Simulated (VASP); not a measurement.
# Ir (Immm) in VASP: a series of runs

Ir is run at these levels: PBE; tasks: single point.

Program: VASP 6.6.1. These are calculated values, not measurements. Logs are shortened: lines on timing, memory, paths and dates and some standing lists are left out, and cuts for length are marked.

### Step 1. The cell of the first run

Symmetry: Immm, No. 71, orthorhombic system. Conventional cell: a = 2.593 Å, b = 2.880 Å, c = 3.290 Å, α = 90.00°, β = 90.00°, γ = 90.00°. Ir (site symmetry mmm) has 14 Ir at 2.54 to 3.29 Å within 3.4 Å.

### Step 2. Single point, PBE (engineering shear strain xy -0.1050, normal strain along z -0.1500)

The input, INCAR:

```
SYSTEM = Ir
PREC = Accurate
ENCUT = 520
EDIFF = 1E-6
ISMEAR = 0
SIGMA = 0.15
LREAL = .False.
LASPH = .True.
NELM = 80
ALGO = Fast
ISIF = 2
LWAVE = .False.
LCHARG = .True.
GGA = PE
LELF = .True.
LVHAR = .True.
NBANDS = 10
```

The input, KPOINTS:

```
regular mesh
0
Gamma
  20 20 20
  0 0 0
```

The input, POSCAR:

```
Ir
1.0
   -0.1015970341      1.9351816027      1.6449043623
    1.9351816027     -0.1015970341      1.6449043623
    1.8335845686      1.8335845686      0.0000000000
Ir
1
Direct
    0.0000000000      0.0000000000      0.0000000000
```

Potentials or basis: VASP PAW PBE potentials, release 64 (Ir).

Launch:

```sh
cat potpaw_PBE.64/Ir/POTCAR > POTCAR
mpirun -np 1 vasp_std > vasp.out
```

OUTCAR:

```text
SYSTEM = Ir
   PREC = Accurate
   ENCUT = 520
   EDIFF = 1E-6
   ISMEAR = 0
   LREAL = .False.
   LASPH = .True.
   NELM = 80
   ISIF = 2
   GGA = PE

 ion  position               nearest neighbor table
   1  0.000  0.000  0.000-

  LATTYP: Found a body centered orthorhombic cell.
 ALAT       =     2.5930801647
 B/A-ratio  =     1.1108179419
 C/A-ratio  =     1.2686876285

  Lattice vectors:

 A1 = (   0.1015970341,  -1.9351816027,  -1.6449043623)
 A2 = (  -0.1015970341,   1.9351816027,  -1.6449043623)
 A3 = (   1.9351816027,  -0.1015970341,   1.6449043623)

Analysis of symmetry for initial positions (statically):
=====================================================================
 Subroutine PRICEL returns:
 Original cell was already a primitive cell.

 Routine SETGRP: Setting up the symmetry group for a
 body centered orthorhombic supercell.

 Subroutine GETGRP returns: Found  8 space group operations
 (whereof  8 operations were pure point group operations)
 out of a pool of  8 trial point group operations.

The static configuration has the point symmetry D_2h.

Analysis of symmetry for dynamics (positions and initial velocities):
=====================================================================
 Subroutine PRICEL returns:
 Original cell was already a primitive cell.

 Routine SETGRP: Setting up the symmetry group for a
 body centered orthorhombic supercell.

 Subroutine GETGRP returns: Found  8 space group operations
 (whereof  8 operations were pure point group operations)
 out of a pool of  8 trial point group operations.

The dynamic configuration has the point symmetry D_2h.

 Subroutine INISYM returns: Found  8 space group operations
 (whereof  8 operations are pure point group operations),
 and found     1 'primitive' translations

----------------------------------------------------------------------------------------

                                     Primitive cell

  volume of cell :      12.2861

  direct lattice vectors                    reciprocal lattice vectors
    -0.101597034  1.935181603  1.644904362    -0.245485686  0.245485686  0.303969040
     1.935181603 -0.101597034  1.644904362     0.245485686 -0.245485686  0.303969040
     1.833584569  1.833584569  0.000000000     0.272689904  0.272689904 -0.303969040

  length of vectors
     2.541841882  2.541841882  2.593080165     0.461436476  0.461436476  0.491036399

  position of ions in fractional coordinates (direct lattice)
     0.000000000  0.000000000  0.000000000

  ion indices of the primitive-cell ions
   primitive index   ion index
                 1           1

----------------------------------------------------------------------------------------

 KPOINTS: regular mesh

Automatic generation of k-mesh.
 Grid dimensions read from file:
 generate k-points for:   20   20   20

 Generating k-lattice:

  Cartesian coordinates                     Fractional coordinates (reciprocal lattice)
    -0.012274284  0.012274284  0.015198452     0.050000000  0.000000000  0.000000000
     0.012274284 -0.012274284  0.015198452     0.000000000  0.050000000  0.000000000
     0.013634495  0.013634495 -0.015198452     0.000000000  0.000000000  0.050000000

  Length of vectors
     0.023071824  0.023071824  0.024551820

  Shift w.r.t. Gamma in fractional coordinates (k-lattice)
     0.000000000  0.000000000  0.000000000

 Subroutine IBZKPT returns following result:
 ===========================================

 Found   1166 irreducible k-points:

 Following reciprocal coordinates:
            Coordinates               Weight
  0.000000  0.000000  0.000000      1.000000
  0.050000  0.000000  0.000000      4.000000
  0.100000 -0.000000  0.000000      4.000000
  0.150000  0.000000  0.000000      4.000000
  0.200000 -0.000000  0.000000      4.000000
  0.250000  0.000000  0.000000      4.000000
[... 16 lines left out ...]
 -0.400000  0.050000  0.000000      4.000000
 -0.350000  0.050000  0.000000      4.000000
 [... further k-points ...]
   k-points           NKPTS =   1166   k-points in BZ     NKDIM =   1166   number of bands    NBANDS=     10
   number of dos      NEDOS =    301   number of ions     NIONS =      1
   total plane-waves  NPLWV =   8000
   dimension x,y,z NGX =    20 NGY =   20 NGZ =   20
   dimension x,y,z NGXF=    40 NGYF=   40 NGZF=   40
   ions per type =               1
   NGX,Y,Z   is equivalent  to a cutoff of  13.08, 13.08, 12.82 a.u.
   NGXF,Y,Z  is equivalent  to a cutoff of  26.16, 26.16, 25.64 a.u.
 SYSTEM =  Ir
   PREC   = accura    normal or accurate (medium, high low for compatibility)
   ISTART =      0    job   : 0-new  1-cont  2-samecut
   ICHARG =      2    charge: 1-file 2-atom 10-const
   ISPIN  =      1    spin polarized calculation?
   LNONCOLLINEAR =      F non collinear calculations
   LSORBIT =      F    spin-orbit coupling
   LASPH  =      T    aspherical Exc in radial PAW
   ENCUT  =  520.0 eV  38.22 Ry    6.18 a.u.   4.73  4.73  4.82*2*pi/ulx,y,z
[... 55 lines left out ...]
 Fermi energy:        12.8022976756

 k-point     1 :       0.0000    0.0000    0.0000
  band No.  band energies     occupation
      1       0.3410      2.00000
      2       6.9538      2.00000
      3       8.6798      2.00000
      4       9.4492      2.00000
      5      10.0128      2.00000
      6      12.9936      0.07126
      7      27.5279      0.00000
      8      30.0498      0.00000
      9      33.1327      0.00000
     10      38.7208      0.00000

 k-point     2 :       0.0500    0.0000    0.0000
  band No.  band energies     occupation
      1       0.4637      2.00000
      2       6.9756      2.00000
      3       8.7231      2.00000
      4       9.3898      2.00000
      5      10.0277      2.00000
      6      12.9442      0.18103
      7      27.7242      0.00000
      8      30.0833      0.00000
      9      33.3169      0.00000
     10      37.5915      0.00000

 k-point     3 :       0.1000   -0.0000    0.0000
  band No.  band energies     occupation
      1       0.8185      2.00000
      2       7.0346      2.00000
      3       8.8016      2.00000
      4       9.2434      2.00000
      5      10.1270      2.00000
      6      12.8100      0.94226
      7      28.2602      0.00000
      8      30.0474      0.00000
      9      33.8603      0.00000
     10      36.5767      0.00000

 k-point     4 :       0.1500    0.0000    0.0000
  band No.  band energies     occupation
      1       1.3617      2.00000
      2       7.1195      2.00000
      3       8.7973      2.00000
      4       9.0897      2.00000
      5      10.4355      2.00000
      6      12.6281      1.89953
      7      28.9564      0.00000
      8      29.6455      0.00000
      9      34.7367      0.00000
     10      36.4252      0.00000

 k-point     5 :       0.2000   -0.0000    0.0000
  band No.  band energies     occupation
      1       2.0076      2.00000
      2       7.2481      2.00000
      3       8.6678      2.00000
      4       9.0119      2.00000
      5      10.9997      2.00000
      6      12.4468      1.99920
      7      28.7025      0.00000
      8      29.5618      0.00000
      9      35.9064      0.00000
     10      37.0668      0.00000

 k-point     6 :       0.2500    0.0000    0.0000
  band No.  band energies     occupation
      1       2.6188      2.00000
      2       7.5138      2.00000
      3       8.4662      2.00000
      4       9.0417      2.00000
      5      11.7602      2.00000
      6      12.3143      2.00000
      7      27.5086      0.00000
      8      29.5214      0.00000
      9      37.3174      0.00000
     10      37.3906      0.00000
[... 183 lines left out ...]
 k-point    21 :       0.5000    0.0500    0.0000
  band No.  band energies     occupation
      1       3.3572      2.00000
      2       7.8699      2.00000
      3       8.9211      2.00000
      4      10.6833      2.00000
      5      13.3572      0.00000
      6      15.1076      0.00000
      7      21.6184      0.00000
      8      27.1812      0.00000
      9      34.4595      0.00000
     10      34.8678      0.00000

 k-point    22 :      -0.4500    0.0500    0.0000
  band No.  band energies     occupation
      1       3.3674      2.00000
      2       7.8903      2.00000
      3       8.8022      2.00000
      4      10.8032      2.00000
      5      13.1090      0.00383
      6      14.8673      0.00000
      7      21.9541      0.00000
      8      27.2576      0.00000
      9      34.8995      0.00000
     10      34.9289      0.00000

 k-point    23 :      -0.4000    0.0500    0.0000
  band No.  band energies     occupation
      1       3.3878      2.00000
      2       7.9777      2.00000
      3       8.6775      2.00000
      4      10.3420      2.00000
      5      12.8002      1.01556
      6      14.2672      0.00000
      7      23.0402      0.00000
      8      27.5730      0.00000
      9      35.4750      0.00000
     10      36.0367      0.00000

 k-point    24 :      -0.3500    0.0500    0.0000
  band No.  band energies     occupation
      1       3.3633      2.00000
      2       8.1258      2.00000
      3       8.4974      2.00000
      4       9.5259      2.00000
      5      12.6697      1.78859
      6      13.4400      0.00000
      7      24.5284      0.00000
      8      28.1011      0.00000
      9      36.2255      0.00000
     10      37.6829      0.00000

 [... further k-points ...]
[... 5 lines left out ...]
  --------------------------------------------------------------------------------------
  -------------------------------------------------------------------------------------
  Total        6.4112023      6.4112023      9.8469488      1.0047307     -0.0000000     -0.0000000
  in kB      836.0545907    836.0545907   1284.0940565    131.0221892     -0.0000000     -0.0000000
  external PRESSURE =     985.4010793 kB  Pullay stress =       0.0000000 kB

 VOLUME and BASIS-vectors are now :
 -----------------------------------------------------------------------------
  energy-cutoff  :      520.00
  volume of cell :       12.29
      direct lattice vectors                 reciprocal lattice vectors
    -0.101597034  1.935181603  1.644904362    -0.245485686  0.245485686  0.303969040
     1.935181603 -0.101597034  1.644904362     0.245485686 -0.245485686  0.303969040
     1.833584569  1.833584569  0.000000000     0.272689904  0.272689904 -0.303969040

 POSITION                                       TOTAL-FORCE (eV/Angst)
 -----------------------------------------------------------------------------------
      0.00000      0.00000      0.00000         0.000000      0.000000      0.000000
 -----------------------------------------------------------------------------------
    total drift:                                0.000000     -0.000000     -0.000000

  FREE ENERGIE OF THE ION-ELECTRON SYSTEM (eV)
  ---------------------------------------------------
  free  energy   TOTEN  =        -7.9529358786 eV

  energy  without entropy=       -7.9399360031  energy(sigma->0) =       -7.94643594
```

It took 4 min on 1 thread of Intel Xeon 8259CL, shared host; peak memory 0.26 GiB.

Results:

```
Free energy            : -7.9529 eV
Pressure               : 98.5 GPa
Band gap on the k mesh : zero (an odd number of electrons rules out a gap without spin polarisation)
```

Stress tensor (GPa, compression positive):
```
 83.61  13.10   0.00
 13.10  83.61   0.00
  0.00   0.00 128.41
```

Caveat: the cell differs from its parent crystal (engineering shear strain xy -0.1050, normal strain along z -0.1500); the cell stands under pressure; spin-orbit coupling is left out, which moves the levels of the heavy elements.

### Step 3. Single point, PBE (engineering shear strain xy -0.1400, normal strain along z -0.1125)

The input, INCAR:

```
PREC     = Accurate       # precision mode
ENCUT    = 520            # plane-wave cutoff, eV
EDIFF    = 1E-6           # SCF threshold, eV
ISMEAR   = 0              # smearing method
SIGMA    = 0.15           # smearing width, eV
LREAL    = False          # projectors in reciprocal space
LASPH    = True           # aspherical terms in the spheres
NELM     = 80             # most SCF steps
ALGO     = Fast           # electronic algorithm
ISIF     = 2              # what is computed and relaxed
LWAVE    = False          # write WAVECAR
LCHARG   = False          # write CHGCAR
GGA      = PE             # functional
NBANDS   = 10             # bands
```

The input, KPOINTS:

```
regular mesh
0
Gamma
  20 20 20
```

The input, POSCAR:

```
Ir
1.0
   -0.1354627122      1.9351816027      1.7174736724
    1.9351816027     -0.1354627122      1.7174736724
    1.7997188905      1.7997188905      0.0000000000
Ir
1
Direct
    0.0000000000      0.0000000000      0.0000000000
```

Potentials or basis: VASP PAW PBE potentials, release 64 (Ir).

Launch:

```sh
cat potpaw_PBE.64/Ir/POTCAR > POTCAR
mpirun -np 1 vasp_std > vasp.out
```

Wall time 2.1 min (1 thread of Intel Xeon 8259CL, shared host); peak memory 0.27 GiB.

Results (log left out):

```
Free energy            : -8.2410 eV
Pressure               : 70.8 GPa
Band gap on the k mesh : zero (an odd number of electrons rules out a gap without spin polarisation)
```

Stress tensor (GPa, compression positive):
```
64.66 26.62  0.00
26.62 64.66  0.00
 0.00  0.00 82.94
```

Levels at points of the mesh, in eV from the Fermi level:
| k point | band 2 | band 3 | band 4 | band 5 | band 6 | band 7 |
| --- | --- | --- | --- | --- | --- | --- |
| (0.00, 0.00, 0.00) | -5.73 | -3.86 | -3.46 | -2.09 | 0.15 | 14.54 |
| (0.50, 0.00, 0.00) | -4.22 | -4.08 | -1.37 | -0.43 | 2.06 | 8.00 |
| (0.50, 0.50, 0.00) | -8.52 | 1.39 | 1.90 | 2.33 | 3.87 | 8.54 |
| (0.00, 0.00, 0.50) | -6.37 | -2.68 | 0.06 | 1.63 | 1.79 | 9.80 |
| (0.50, 0.00, 0.50) | -8.07 | 0.11 | 1.23 | 2.05 | 2.39 | 11.39 |

Caveat: the cell differs from its parent crystal (engineering shear strain xy -0.1400, normal strain along z -0.1125); the cell stands under pressure; spin-orbit coupling is left out, which moves the levels of the heavy elements.

### Step 4. Single point, PBE (engineering shear strain xy -0.1050, normal strain along z -0.1125)

The input, INCAR:

```
  PREC = Accurate
  ENCUT = 520
  EDIFF = 1E-6
  ISMEAR = 0
  SIGMA = 0.15
  LREAL = False
  LASPH = True
  NELM = 100
  ALGO = Fast
  ISIF = 2
  LWAVE = False
  LCHARG = False
  GGA = PE
  NBANDS = 10
```

KPOINTS is that of step 3.

The input, POSCAR:

```
Ir
1.0
   -0.1015970341      1.9351816027      1.7174736724
    1.9351816027     -0.1015970341      1.7174736724
    1.8335845686      1.8335845686      0.0000000000
Ir
1
Direct
    0.0000000000      0.0000000000      0.0000000000
```

Launch:

```sh
cat potpaw_PBE.64/Ir/POTCAR > POTCAR
mpirun -np 1 vasp_std > vasp.out
```

Run time: 2 min. Hardware: 1 thread of Intel Xeon 8259CL, shared host; peak memory 0.28 GiB.

Results (log left out):

- Free energy: -8.3182 eV
- Pressure: 66.5 GPa
- Band gap on the k mesh: zero (an odd number of electrons rules out a gap without spin polarisation)

Stress tensor (GPa, compression positive):
```
55.70 20.85  0.00
20.85 55.70  0.00
 0.00  0.00 88.18
```

Levels at points of the mesh, in eV from the Fermi level:
```tsv
k point	band 2	band 3	band 4	band 5	band 6	band 7
(0.00, 0.00, 0.00)	-5.53	-3.83	-3.59	-2.25	-0.05	14.51
(0.50, 0.00, 0.00)	-4.46	-4.02	-1.26	-0.20	1.96	8.10
(0.50, 0.50, 0.00)	-8.51	1.28	1.87	2.20	3.84	9.06
(0.00, 0.00, 0.50)	-6.16	-2.88	-0.20	1.50	1.65	9.41
(0.50, 0.00, 0.50)	-8.09	0.28	1.11	1.77	2.45	11.20
```

Caveat: the cell differs from its parent crystal (engineering shear strain xy -0.1050, normal strain along z -0.1125); the cell stands under pressure; spin-orbit coupling is left out, which moves the levels of the heavy elements.

### Step 5. Single point, PBE (engineering shear strain xy -0.1400, normal strain along z +0.0000)

The input, INCAR:

```
ALGO = Fast ; EDIFF = 1E-6
ENCUT = 520 ; GGA = PE
ISIF = 2 ; ISMEAR = 0
LASPH = True ; LCHARG = True
LELF = True ; LREAL = False
LVHAR = True ; LWAVE = False
NBANDS = 10 ; NELM = 100
PREC = Accurate ; SIGMA = 0.15
```

The input, KPOINTS:

```
k-points
0
Gamma
  20 20 20
```

The input, POSCAR:

```
Ir
1.0
   -0.1354627122      1.9351816027      1.9351816027
    1.9351816027     -0.1354627122      1.9351816027
    1.7997188905      1.7997188905      0.0000000000
Ir
1
Direct
    0.0000000000      0.0000000000      0.0000000000
```

Launch:

```sh
cat potpaw_PBE.64/Ir/POTCAR > POTCAR
mpirun -np 1 vasp_std > vasp.out
```

Wall time 2 min (1 thread of Intel Xeon Platinum 8488C (Sapphire Rapids), shared host); peak memory 0.28 GiB.

Results (log left out):

| Item | Value |
| --- | --- |
| Free energy | -8.6238 eV |
| Pressure | 10.2 GPa |
| Band gap on the k mesh | zero (an odd number of electrons rules out a gap without spin polarisation) |

Stress tensor (GPa, compression positive):
```
15.13 35.75  0.00
35.75 15.13  0.00
 0.00  0.00  0.28
```

Levels at points of the mesh, in eV from the Fermi level:
```csv
k point,band 2,band 3,band 4,band 5,band 6,band 7
"(0.00, 0.00, 0.00)",-4.64,-4.29,-2.53,-0.86,-0.79,14.22
"(0.50, 0.00, 0.00)",-4.59,-2.63,-1.24,0.08,1.32,6.28
"(0.50, 0.50, 0.00)",-7.11,1.06,1.55,1.59,1.76,9.22
"(0.00, 0.00, 0.50)",-4.78,-3.06,0.15,0.60,1.54,8.50
"(0.50, 0.00, 0.50)",-7.07,0.43,1.33,1.91,1.95,10.74
```

Caveat: the cell differs from its parent crystal (engineering shear strain xy -0.1400, normal strain along z +0.0000); the cell stands under pressure; spin-orbit coupling is left out, which moves the levels of the heavy elements.

### Step 6. Overview

```tsv
cell	gap on the mesh (eV)	pressure (GPa)
a = 2.542, b = 2.542, c = 2.593 Å, angles 59.3, 59.3, 69.0°, 1 atom	none	98.5
a = 2.591, b = 2.591, c = 2.545 Å, angles 60.6, 60.6, 68.8°, 1 atom	none	70.8
a = 2.589, b = 2.589, c = 2.593 Å, angles 60.0, 60.0, 67.6°, 1 atom	none	66.5
a = 2.740, b = 2.740, c = 2.545 Å, angles 62.3, 62.3, 64.6°, 1 atom	none	10.2
```

Alike in all rows: task single point; level PBE; potentials or basis VASP PAW PBE potentials, release 64 (Ir); no spin polarisation; k mesh 20 × 20 × 20; cutoff (eV) 520; smearing gaussian 0.15 eV.

Caveats: the cell stands under pressure; spin-orbit coupling is left out, which moves the levels of the heavy elements.

Total energies depend on the potentials used, so only differences within one code and one set of settings carry meaning.
